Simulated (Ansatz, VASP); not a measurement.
## Ta: VASP beside Ansatz

Contents of INCAR:

```
PREC = Accurate
ENCUT = 520
EDIFF = 1E-6
ISMEAR = 0
SIGMA = 0.15
LREAL = F
LASPH = T
NELM = 60
ALGO = Normal
ISIF = 2
LWAVE = F
LCHARG = F
GGA = PE
NBANDS = 12
```

KPOINTS

```
regular mesh
0
Gamma
  20 20 20
```

POSCAR

```
Ta
1.0
   -1.5852288000      1.5852288000      1.5852288000
    1.5852288000     -1.5852288000      1.5852288000
    1.5852288000      1.5852288000     -1.5852288000
Ta
1
Direct
    0.0000000000      0.0000000000      0.0000000000
```

Input for Ansatz:

```yaml
crystal:
  lattice:
    - [-1.5852288, 1.5852288, 1.5852288]
    - [1.5852288, -1.5852288, 1.5852288]
    - [1.5852288, 1.5852288, -1.5852288]
  atoms:
    - { symbol: Ta, position: [0.0, 0.0, 0.0] }
basis:
  ecutwfc: 420
kpoints:
  mp_grid: { grid: [20, 20, 20] }
hamiltonian:
  xc: pbe
scf:
  occupations: { method: gaussian, width: 0.15 }
output:
  forces: true
  stress: true
  eigenvalues: true
  write_density: true
  write_potential: true
  elf: true
  volumetric_format: npy
```

Change from the starting cell: strain -0.040 along x and y, -0.040 along z, atoms carried along.

Alike in both runs: task single point; functional PBE; k mesh 20 × 20 × 20; occupations gaussian, width 0.15 eV; no spin polarisation.

```csv
,VASP,Ansatz
version,VASP 6.6.1,Ansatz 0.2.0
potentials or method,"VASP PAW PBE potentials, release 64 (Ta_pv), cutoff 520 eV","scalar-relativistic, plane waves, PAW"
valence electrons in the cell,11,13
```

```tsv
	VASP	Ansatz	Ansatz less VASP
gap on the k mesh at the Fermi level (eV)	none	none	-
pressure (GPa)	35.3	34.9	-0.41
```

A gap of «none» marks a metal or a gap that the smearing closes. Both programs put the cell under a high pressure, so it lies far from rest at this level. VASP's potentials hold 11 valence electrons a cell and Ansatz's 13, so a difference there can come from the potentials and not from the codes.

Neither program's run includes spin-orbit coupling.
